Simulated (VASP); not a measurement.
N:

```
N
1.0
     4.08406    0.00000    0.00000
     0.00000    4.08406    0.00000
     0.00000    0.00000    5.34591
N
4
Direct
  0.40428 0.59572 0.50000
  0.09572 0.09572 0.00000
  0.59572 0.40428 0.50000
  0.90428 0.90428 0.00000
```

Base run:

```yaml
Program: VASP 6.6.1
Functional: PBE-based screened hybrid with 25 % exact exchange
Potentials_or_basis: VASP PAW PBE potentials, release 64 (N)
Cutoff: 520 eV
k_mesh: 4 × 4 × 3
Occupations: fermi-dirac, width 0.05 eV
Spin: no spin polarisation
```

Its results: band gap on the k mesh 8.09 eV (least direct gap 8.29 eV); pressure -0.1 GPa; largest force 0.263 eV/Å.

**Question.** The run is repeated on the same cell with these changes: functional from PBE-based screened hybrid with 25 % exact exchange to r2SCAN-based global hybrid with 15 % exact exchange; share of exact exchange from 0.25 to 0.15. What comes out?

**Answer.** Band gap on the k mesh 9.27 eV (least direct gap 9.47 eV); pressure -1.1 GPa; largest force 0.687 eV/Å.

Caveats: the standard files for N, O and F lose accuracy on very short bonds; the PAW data sets were made with another functional, which shifts forces and pressure a little; this functional lacks dispersion, which holds the molecules together, so the pressure and a relaxed volume are unreliable (at least some runs).

A k mesh can miss the band edges.
